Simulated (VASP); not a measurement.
**Ge: single point with PBE**

Crystal: Ge.

```
Ge
1.0
     2.72842    0.00000    0.00000
     0.00000    2.72842    0.00000
     0.00000    0.00000    2.72842
Ge
1
Direct
  0.00000 0.00000 0.00000
```

```
Program             : VASP 6.6.1
Task                : single point
Functional          : PBE
Potentials or basis : VASP PAW PBE potentials, release 64 (Ge_d)
Cutoff              : 520 eV
k mesh              : 10 × 10 × 10
Occupations         : fermi-dirac, width 0.05 eV
Spin                : no spin polarisation
```

* Pressure: -1.8 GPa
* Band gap on the k mesh: zero (band 7 reaches 12.19 eV, above the bottom of band 8 at 3.26 eV)

Levels at points of the mesh, in eV from the Fermi level:
| k point | band 4 | band 5 | band 6 | band 7 | band 8 | band 9 | band 10 | band 11 |
| --- | --- | --- | --- | --- | --- | --- | --- | --- |
| (0.00, 0.00, 0.00) | -24.44 | -24.44 | -12.59 | 6.47 | 6.47 | 6.47 | 9.93 | 9.93 |
| (0.50, 0.00, 0.00) | -24.49 | -24.44 | -8.97 | -5.46 | 9.24 | 9.24 | 13.08 | 15.03 |
| (0.50, 0.50, 0.00) | -24.50 | -24.37 | -5.15 | -2.47 | -2.47 | 3.23 | 11.94 | 19.14 |
| (0.50, 0.50, 0.50) | -24.37 | -24.37 | -0.76 | 0.31 | 0.31 | 0.31 | 6.87 | 6.87 |

Run time: 3.7 s on 1 thread of Intel(R) Xeon(R) 6975P-C (Granite Rapids) (shared host), peak memory 0.13 GiB.
